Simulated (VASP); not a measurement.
Wanted: the native input for a VASP 6.6.1 run.

```yaml
Task: single point
Functional: LDA
Potentials_or_basis: VASP PAW LDA potentials, release 64 (Sr_sv, Ca_sv)
Cutoff: 500 eV
k_mesh: 3 × 3 × 3, shifted
Occupations: fermi-dirac, width 0.1 eV
Spin: no spin polarisation
Dipole_correction: no
Further_INCAR_settings: ALGO = Normal; EDIFF = 1e-06; NBANDS = 28
```

The structure of SrCa3 lies in POSCAR:

```
SrCa3
1.0
    5.7167657700      0.0000000000      0.0000000000
    0.0000000000      5.7167657700      0.0000000000
    0.0000000000      0.0000000000      5.7167657700
Sr Ca
1 3
Direct
    0.0000000000      0.0000000000      0.0000000000
    0.0000000000      0.5000000000      0.5000000000
    0.5000000000      0.0000000000      0.5000000000
    0.5000000000      0.5000000000      0.0000000000
```

One way to write it, as run:

INCAR

```
  ALGO = Normal
  EDIFF = 1E-6
  ENCUT = 500
  GGA = CA
  GGA_COMPAT = F
  ISIF = 2
  ISMEAR = -1
  LASPH = T
  LCHARG = F
  LREAL = F
  LWAVE = F
  NBANDS = 28
  NELM = 120
  PREC = Accurate
  SIGMA = 0.1
```

KPOINTS

```
Automatic mesh
0
Gamma
  3 3 3
  0.5 0.5 0.5
```

Potentials or basis: VASP PAW LDA potentials, release 64 (Sr_sv, Ca_sv).

Command:

```console
$ cat potpaw_LDA.64/Sr_sv/POTCAR potpaw_LDA.64/Ca_sv/POTCAR > POTCAR
$ mpirun -np 1 vasp_std > vasp.out
```

It gave:

```json
{
 "Pressure": "-1.9 GPa",
 "Band gap on the k mesh": "zero (bands 20 and 21 overlap by 0.20 eV)"
}
```

Caveat: the k points lie up to 0.37 Å⁻¹ apart.

Wall time 11 s on 1 thread of Intel(R) Xeon(R) 6975P-C (Granite Rapids), with other jobs on the host, peak memory 0.21 GiB.
